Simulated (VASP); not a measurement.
# B2W (P6/mmm) in VASP: single point with LDA

Aim: the single point of B2W with LDA.

Program: VASP 6.6.1. These are calculated values, not measurements. Logs are shortened: lines on timing, memory, paths and dates and some standing lists are left out, and cuts for length are marked.

## 1. The cell of the first run

Symmetry: P6/mmm, No. 191, hexagonal system. Conventional cell: a = 3.020 Å, b = 3.020 Å, c = 3.050 Å, α = 90.00°, β = 90.00°, γ = 120.00°. Within 2.3 Å of B (site symmetry -6m2) lie 3 B at 1.74 Å. W (site symmetry 6/mmm) has 12 B at 2.32 Å and 8 W at 3.02 to 3.05 Å within 3.1 Å.

## 2. Single point, LDA

File INCAR:

```
SYSTEM = B2W
PREC = Accurate
ENCUT = 500
EDIFF = 1E-6
ISMEAR = -1
SIGMA = 0.1
LREAL = .False.
LASPH = .True.
NELM = 120
ALGO = Normal
ISIF = 2
LWAVE = .False.
LCHARG = .False.
GGA = CA
NBANDS = 17
GGA_COMPAT = .False.
```

File KPOINTS:

```
Automatic mesh
0
Gamma
  11 11 9
  0 0 0
```

File POSCAR:

```
B2W
1.0
    3.0200000000      0.0000000000      0.0000000000
   -1.5100000000      2.6153970000      0.0000000000
    0.0000000000      0.0000000000      3.0500000000
B W
2 1
Direct
    0.3333333333      0.6666666667      0.5000000000
    0.6666666667      0.3333333333      0.5000000000
    0.0000000000      0.0000000000      0.0000000000
```

Potentials or basis: VASP PAW LDA potentials, release 64 (B, W_sv).

Started as:

```
> cat potpaw_LDA.64/B/POTCAR potpaw_LDA.64/W_sv/POTCAR > POTCAR
> mpirun -np 1 vasp_std > vasp.out
```

OUTCAR:

```text
SYSTEM = B2W
   PREC = Accurate
   ENCUT = 500
   EDIFF = 1E-6
   ISMEAR = -1
   LREAL = .False.
   LASPH = .True.
   NELM = 120
   ISIF = 2
   GGA = CA

 ion  position               nearest neighbor table
   1  0.333  0.667  0.500-   2 1.74   2 1.74   2 1.74   3 2.32   3 2.32   3 2.32   3 2.32   3 2.32
                             3 2.32
   2  0.667  0.333  0.500-   1 1.74   1 1.74   1 1.74   3 2.32   3 2.32   3 2.32   3 2.32   3 2.32
                             3 2.32
   3  0.000  0.000  0.000-   1 2.32   2 2.32   1 2.32   2 2.32   2 2.32   2 2.32   1 2.32   1 2.32
                             2 2.32   2 2.32   1 2.32   1 2.32

  LATTYP: Found a hexagonal cell.
 ALAT       =     3.0200000000
 C/A-ratio  =     1.0099337748

  Lattice vectors:

 A1 = (   3.0200000000,   0.0000000000,   0.0000000000)
 A2 = (  -1.5100000000,   2.6153970000,   0.0000000000)
 A3 = (   0.0000000000,   0.0000000000,   3.0500000000)

Analysis of symmetry for initial positions (statically):
=====================================================================
 Subroutine PRICEL returns:
 Original cell was already a primitive cell.

 Routine SETGRP: Setting up the symmetry group for a
 hexagonal supercell.

 Subroutine GETGRP returns: Found 24 space group operations
 (whereof 24 operations were pure point group operations)
 out of a pool of 24 trial point group operations.

The static configuration has the point symmetry D_6h.

Analysis of symmetry for dynamics (positions and initial velocities):
=====================================================================
 Subroutine PRICEL returns:
 Original cell was already a primitive cell.

 Routine SETGRP: Setting up the symmetry group for a
 hexagonal supercell.

 Subroutine GETGRP returns: Found 24 space group operations
 (whereof 24 operations were pure point group operations)
 out of a pool of 24 trial point group operations.

The dynamic configuration has the point symmetry D_6h.

 Subroutine INISYM returns: Found 24 space group operations
 (whereof 24 operations are pure point group operations),
 and found     1 'primitive' translations

----------------------------------------------------------------------------------------

                                     Primitive cell

  volume of cell :      24.0904

  direct lattice vectors                    reciprocal lattice vectors
     3.020000000  0.000000000  0.000000000     0.331125828  0.191175565  0.000000000
    -1.510000000  2.615397000  0.000000000     0.000000000  0.382351131  0.000000000
     0.000000000  0.000000000  3.050000000     0.000000000  0.000000000  0.327868852

  length of vectors
     3.020000000  3.020000243  3.050000000     0.382351161  0.382351131  0.327868852

  position of ions in fractional coordinates (direct lattice)
     0.333333333  0.666666667  0.500000000
     0.666666667  0.333333333  0.500000000
     0.000000000  0.000000000  0.000000000

  ion indices of the primitive-cell ions
   primitive index   ion index
                 1           1
                 2           2
                 3           3

----------------------------------------------------------------------------------------

 KPOINTS: Automatic mesh

Automatic generation of k-mesh.
 Grid dimensions read from file:
 generate k-points for:   11   11    9

 Generating k-lattice:

  Cartesian coordinates                     Fractional coordinates (reciprocal lattice)
     0.030102348  0.017379597  0.000000000     0.090909091  0.000000000  0.000000000
     0.000000000  0.034759194  0.000000000     0.000000000  0.090909091  0.000000000
     0.000000000  0.000000000  0.036429872     0.000000000  0.000000000  0.111111111

  Length of vectors
     0.034759196  0.034759194  0.036429872

  Shift w.r.t. Gamma in fractional coordinates (k-lattice)
     0.000000000  0.000000000  0.000000000

 Subroutine IBZKPT returns following result:
 ===========================================

 Found     80 irreducible k-points:

 Following reciprocal coordinates:
            Coordinates               Weight
  0.000000  0.000000  0.000000      1.000000
  0.090909 -0.000000  0.000000      6.000000
  0.181818 -0.000000  0.000000      6.000000
  0.272727 -0.000000  0.000000      6.000000
  0.363636 -0.000000  0.000000      6.000000
  0.454545 -0.000000  0.000000      6.000000
[... 16 lines left out ...]
  0.090909  0.090909  0.111111     12.000000
  0.181818  0.090909  0.111111     24.000000
 [... further k-points ...]
   k-points           NKPTS =     80   k-points in BZ     NKDIM =     80   number of bands    NBANDS=     17
   number of dos      NEDOS =    301   number of ions     NIONS =      3
   total plane-waves  NPLWV =  13824
   dimension x,y,z NGX =    24 NGY =   24 NGZ =   24
   dimension x,y,z NGXF=    48 NGYF=   48 NGZF=   48
   ions per type =               2   1
   NGX,Y,Z   is equivalent  to a cutoff of  13.21, 13.21, 13.08 a.u.
   NGXF,Y,Z  is equivalent  to a cutoff of  26.42, 26.42, 26.16 a.u.
 SYSTEM =  B2W
   PREC   = accura    normal or accurate (medium, high low for compatibility)
   ISTART =      0    job   : 0-new  1-cont  2-samecut
   ICHARG =      2    charge: 1-file 2-atom 10-const
   ISPIN  =      1    spin polarized calculation?
   LNONCOLLINEAR =      F non collinear calculations
   LSORBIT =      F    spin-orbit coupling
   LASPH  =      T    aspherical Exc in radial PAW
   ENCUT  =  500.0 eV  36.75 Ry    6.06 a.u.   5.51  5.51  5.56*2*pi/ulx,y,z
   NELM   =    120;   NELMIN=  2; NELMDL= -5     # of ELM steps
   EDIFF  = 0.1E-05   stopping-criterion for ELM
   LREAL  =      F    real-space projection
   EDIFFG = 0.1E-04   stopping-criterion for IOM
   NSW    =      0    number of steps for IOM
   IBRION =     -1    ionic relax: 0-MD 1-quasi-New 2-CG
   NFREE  =      0    steps in history (QN), initial steepest desc. (CG)
   ISIF   =      2    stress and relaxation
   ISYM   =      2    0-nonsym 1-usesym 2-fastsym
   POTIM  = 0.5000    time-step for ionic-motion
   TEBEG  =    0.0;   TEEND  =   0.0 temperature during run
   PSTRESS=    0.0 pullay stress
   NELECT =      20.0000    total number of electrons
   NUPDOWN=      -1.0000    fix difference up-down
   EMIN   =  10.00;   EMAX   =-10.00  energy-range for DOS
   EFERMI =   0.00;   METHOD = LEGACY
   ISMEAR =    -1;   SIGMA  =   0.10  broadening in eV -4-tet -1-fermi 0-gaus
   EFERMI_NEDOS =   21; number of points for ismear=-14 and -15
   IALGO  =     38    algorithm
   IMIX   =      4    mixing-type and parameters
     AMIX     =   0.40;   BMIX     =  1.00
     AMIX_MAG =   1.60;   BMIX_MAG =  1.00
  volume/ion in A,a.u.               =       8.03        54.19
  Fermi-wavevector in a.u.,A,eV,Ry     =   1.538639  2.907606 32.210562  2.367410
  Thomas-Fermi vector in A             =   2.644979
   LORBIT       =      0    0 simple, 1 ext, 2 COOP (PROOUT), +10 PAW based schemes
   GGA     = CA    functional components
   LHFCALC =     F    Hartree Fock is set to
   AEXX    =    0.0000 exact exchange contribution
   IVDW    =     0    specifies the selected vdW correction
   LEPSILON=     F    determine dielectric tensor
   LRPA    =     F    only Hartree local field effects (RPA)
 non-spin polarized calculation
  energy-cutoff  :      500.00
  volume of cell :       24.09
 maximum number of plane-waves:       635
 NGX is ok and might be reduce to    24
   NGX = 11   NGY = 11   NGZ = 11

 number of electron      19.9999997 magnetization

 Free energy of the ion-electron system (eV)
  ---------------------------------------------------
  ext. energy  EPLUGINS =         0.00000000
  ---------------------------------------------------
  free energy    TOTEN  =       -29.27441348 eV

  energy without entropy =      -29.23110860  energy(sigma->0) =      -29.25276104

 E-fermi :  13.6739     XC(G=0): -14.1576

 val. band max:       13.6642847402   @ k =   0.4545  -0.0000   0.1111
 cond. band min:      13.6883624405   @ k =   0.1818  -0.0000   0.0000
 fundamental gap:      0.0240777003
 Fermi energy:        13.6739334093

 k-point     1 :       0.0000    0.0000    0.0000
  band No.  band energies     occupation
      1     -61.0580      2.00000
      2     -25.6666      2.00000
      3     -25.3956      2.00000
      4     -25.3956      2.00000
      5      -2.9475      2.00000
      6       7.3698      2.00000
[... 9 lines left out ...]
     16      17.4974      0.00000
     17      21.2392      0.00000

 k-point     2 :       0.0909   -0.0000    0.0000
  band No.  band energies     occupation
      1     -61.0549      2.00000
      2     -25.6590      2.00000
      3     -25.4466      2.00000
      4     -25.4075      2.00000
      5      -2.7522      2.00000
      6       6.9848      2.00000
[... 9 lines left out ...]
     16      18.8059      0.00000
     17      20.6923      0.00000

 k-point     3 :       0.1818   -0.0000    0.0000
  band No.  band energies     occupation
      1     -61.0468      2.00000
      2     -25.6385      2.00000
      3     -25.5815      2.00000
      4     -25.4391      2.00000
      5      -2.1936      2.00000
      6       6.0594      2.00000
[... 9 lines left out ...]
     16      19.8653      0.00000
     17      20.8845      0.00000

 k-point     4 :       0.2727   -0.0000    0.0000
  band No.  band energies     occupation
      1     -61.0363      2.00000
      2     -25.7540      2.00000
      3     -25.6115      2.00000
      4     -25.4803      2.00000
      5      -1.3452      2.00000
      6       4.9336      2.00000
[... 9 lines left out ...]
     16      22.0132      0.00000
     17      23.2277      0.00000
[... 343 lines left out ...]
      1     -61.0187      2.00000
      2     -25.9910      2.00000
      3     -25.6210      2.00000
      4     -25.5342      2.00000
      5       0.8899      2.00000
      6       2.5230      2.00000
[... 9 lines left out ...]
     16      23.4386      0.00000
     17      26.4362      0.00000

 k-point    23 :       0.0909    0.0909    0.1111
  band No.  band energies     occupation
      1     -61.0473      2.00000
      2     -25.6973      2.00000
      3     -25.5309      2.00000
      4     -25.4273      2.00000
      5      -2.1327      2.00000
      6       6.4870      2.00000
[... 9 lines left out ...]
     16      19.5625      0.00000
     17      21.3522      0.00000

 k-point    24 :       0.1818    0.0909    0.1111
  band No.  band energies     occupation
      1     -61.0380      2.00000
      2     -25.6808      2.00000
      3     -25.6678      2.00000
      4     -25.4712      2.00000
      5      -1.4480      2.00000
      6       5.4775      2.00000
[... 9 lines left out ...]
     16      21.1966      0.00000
     17      22.6562      0.00000

 [... further k-points ...]
[... 5 lines left out ...]
  --------------------------------------------------------------------------------------
  -------------------------------------------------------------------------------------
  Total        2.8138032      2.8138038      5.4444833     -0.0000000      0.0000000     -0.0000000
  in kB      187.1371014    187.1371415    362.0952690     -0.0000000      0.0000000     -0.0000000
  external PRESSURE =     245.4565039 kB  Pullay stress =       0.0000000 kB

 VOLUME and BASIS-vectors are now :
 -----------------------------------------------------------------------------
  energy-cutoff  :      500.00
  volume of cell :       24.09
      direct lattice vectors                 reciprocal lattice vectors
     3.020000000  0.000000000  0.000000000     0.331125828  0.191175565  0.000000000
    -1.510000000  2.615397000  0.000000000     0.000000000  0.382351131  0.000000000
     0.000000000  0.000000000  3.050000000     0.000000000  0.000000000  0.327868852

 POSITION                                       TOTAL-FORCE (eV/Angst)
 -----------------------------------------------------------------------------------
     -0.00000      1.74360      1.52500         0.000000      0.000000     -0.000000
      1.51000      0.87180      1.52500        -0.000000     -0.000000      0.000000
      0.00000      0.00000      0.00000        -0.000000      0.000000      0.000000
 -----------------------------------------------------------------------------------
    total drift:                               -0.000000      0.000000      0.000000

  FREE ENERGIE OF THE ION-ELECTRON SYSTEM (eV)
  ---------------------------------------------------
  free  energy   TOTEN  =       -29.2744134756 eV

  energy  without entropy=      -29.2311086023  energy(sigma->0) =      -29.25276104
```

Run time: 31 s. Hardware: 1 thread of Intel Xeon 8259CL, shared host; peak memory 0.15 GiB.

What came out:

| Item | Value |
| --- | --- |
| Free energy | -29.2744 eV |
| Pressure | 24.5 GPa |
| Band gap on the k mesh | zero (band 10 reaches 15.45 eV, above the bottom of band 11 at 11.58 eV) |

Caveat: spin-orbit coupling is left out, which moves the levels of the heavy elements.
